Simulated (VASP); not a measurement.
Here is a VASP 6.6.1 calculation.

Contents of INCAR:

```
PREC     = Accurate       # precision mode
ENCUT    = 520            # plane-wave cutoff, eV
EDIFF    = 1E-6           # SCF threshold, eV
ISMEAR   = 0              # smearing method
SIGMA    = 0.05           # smearing width, eV
LREAL    = False          # projectors in reciprocal space
LASPH    = True           # aspherical terms in the spheres
NELM     = 120            # most SCF steps
ALGO     = Normal         # electronic algorithm
ISIF     = 2              # what is computed and relaxed
LWAVE    = False          # write WAVECAR
LCHARG   = False          # write CHGCAR
LDIPOL   = True         
IDIPOL   = 3            
DIPOL    = 0.5 0.5 0.483
GGA      = PS             # functional
NBANDS   = 122            # bands
GGA_COMPAT= False        
NELMDL   = -8
```

The input KPOINTS:

```
Automatic mesh
0
Gamma
  8 4 1
```

The input POSCAR:

```
SnO2
1.0
    3.2120684289      0.0000000000      0.0000000000
    0.0000000000      6.7443406099      0.0000000000
    0.0000000000      0.0000000000     27.1821439912
Sn O
8 16
Direct
    0.0000000000      0.5000000000      0.2759164252
    0.5000000000      0.0000000000      0.2759164252
    0.0000000000      0.0000000000      0.3999747153
    0.5000000000      0.5000000000      0.3999747153
    0.0000000000      0.5000000000      0.5240330054
    0.5000000000      0.0000000000      0.5240330054
    0.0000000000      0.0000000000      0.6480912955
    0.5000000000      0.5000000000      0.6480912955
    0.5000000000      0.3062765059      0.2759164252
    0.5000000000      0.6937234941      0.2759164252
    0.0000000000      0.0000000000      0.3239824361
    0.0000000000      0.5000000000      0.3519087045
    0.5000000000      0.8062765059      0.3999747153
    0.5000000000      0.1937234941      0.3999747153
    0.0000000000      0.5000000000      0.4480407262
    0.0000000000      0.0000000000      0.4759669946
    0.5000000000      0.3062765059      0.5240330054
    0.5000000000      0.6937234941      0.5240330054
    0.0000000000      0.0000000000      0.5720990163
    0.0000000000      0.5000000000      0.6000252847
    0.5000000000      0.8062765059      0.6480912955
    0.5000000000      0.1937234941      0.6480912955
    0.0000000000      0.5000000000      0.6961573064
    0.0000000000      0.0000000000      0.7240835748
```

Potentials or basis: VASP PAW PBE potentials, release 64 (Sn_d, O).

Run with:

```console
$ cat potpaw_PBE.64/Sn_d/POTCAR potpaw_PBE.64/O/POTCAR > POTCAR
$ mpirun -np 1 vasp_std > vasp.out
```

Q: Estimate the band gap on the k mesh.

A: Zero (bands 104 and 105 overlap by 0.11 eV).

Q: Estimate the largest force.

A: 2.196 eV/Å.

Forces in eV/Å, atoms in the order of the input:
```
Sn   0.000  0.000  2.196
Sn   0.000  0.000 -0.073
Sn   0.000  0.000  1.097
Sn   0.000  0.000  0.914
Sn   0.000  0.000  0.939
Sn   0.000  0.000  0.631
Sn   0.000  0.000  1.159
Sn   0.000  0.000  1.573
O    0.000  1.085 -0.941
O    0.000 -1.085 -0.941
O    0.000  0.000 -0.383
O    0.000  0.000 -0.763
O    0.000 -0.053 -0.320
O    0.000  0.053 -0.320
O    0.000  0.000 -0.558
O    0.000  0.000 -0.580
O    0.000 -0.101 -0.282
O    0.000  0.101 -0.282
O    0.000  0.000 -0.438
O    0.000  0.000 -1.101
O    0.000 -0.020 -0.430
O    0.000  0.020 -0.430
O    0.000  0.000 -0.403
O    0.000  0.000 -0.261
```

Caveat: the PAW data sets were made with another functional, which shifts forces and pressure a little; spin-orbit coupling is left out, which moves the levels of the heavy elements.
